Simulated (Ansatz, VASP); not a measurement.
**One calculation of Si, two programs**

Contents of INCAR:

```
PREC     = Accurate       # precision mode
ENCUT    = 520            # plane-wave cutoff, eV
EDIFF    = 1E-6           # SCF threshold, eV
ISMEAR   = -1             # smearing method
SIGMA    = 0.08           # smearing width, eV
LREAL    = F              # projectors in reciprocal space
LASPH    = T              # aspherical terms in the spheres
NELM     = 60             # most SCF steps
ALGO     = Normal         # electronic algorithm
ISIF     = 2              # what is computed and relaxed
LWAVE    = F              # write WAVECAR
LCHARG   = T              # write CHGCAR
LELF     = T              # ELF
LVHAR    = T            
NBANDS   = 11             # bands
```

KPOINTS

```
regular mesh
0
Gamma
  12 12 12
```

POSCAR

```
Si
1.0
    0.0000000000      2.5882630349      2.5882630349
    2.5882630349      0.0000000000      2.5882630349
    2.5882630349      2.5882630349      0.0000000000
Si
2
Direct
   -0.1250000000     -0.1250000000     -0.1250000000
    0.1250000000      0.1250000000      0.1250000000
```

Input for Ansatz:

```yaml
crystal:
  lattice:
    - [0.0, 2.5882630349, 2.5882630349]
    - [2.5882630349, 0.0, 2.5882630349]
    - [2.5882630349, 2.5882630349, 0.0]
  atoms:
    - { symbol: Si, position: [-0.125, -0.125, -0.125] }
    - { symbol: Si, position: [0.125, 0.125, 0.125] }
kpoints:
  mp_grid: { grid: [12, 12, 12] }
  band_path:
    path:
      - [0.0, 0.0, 0.0]
      - [0.5, 0.0, 0.5]
      - [0.625, 0.25, 0.625]
      - [0.375, 0.375, 0.75]
      - [0.0, 0.0, 0.0]
      - [0.5, 0.5, 0.5]
      - [0.5, 0.25, 0.75]
      - [0.5, 0.0, 0.5]
    npoints: 8
scf:
  occupations: { method: fermi_dirac, width: 0.08 }
hamiltonian:
  xc: lda
  pseudopotentials: { kind: all_electron, lapw: { basis_error: 0.001 } }
output:
  forces: true
  stress: true
  eigenvalues: true
  populations: true
  dos: { projected: true, de: 0.2, e_range: [-14, 8] }
```

Change from the starting cell: volume scaled by 0.88, LAPW.

Alike in both runs: task single point; functional LDA; k mesh 12 × 12 × 12; occupations fermi-dirac, width 0.08 eV; no spin polarisation.

|  | VASP | Ansatz |
| --- | --- | --- |
| version | VASP 6.6.1 | Ansatz 0.2.0 |
| potentials or method | VASP PAW LDA potentials, release 64 (Si), cutoff 520 eV | all-electron LAPW, scalar-relativistic |

```tsv
	VASP	Ansatz	Ansatz less VASP
pressure (GPa)	16.2	16.0	-0.23
```

LDA's correlation is that of Perdew and Zunger in VASP and of Perdew and Wang (1992) in Ansatz. Ansatz ran all-electron here, and VASP with PAW potentials.
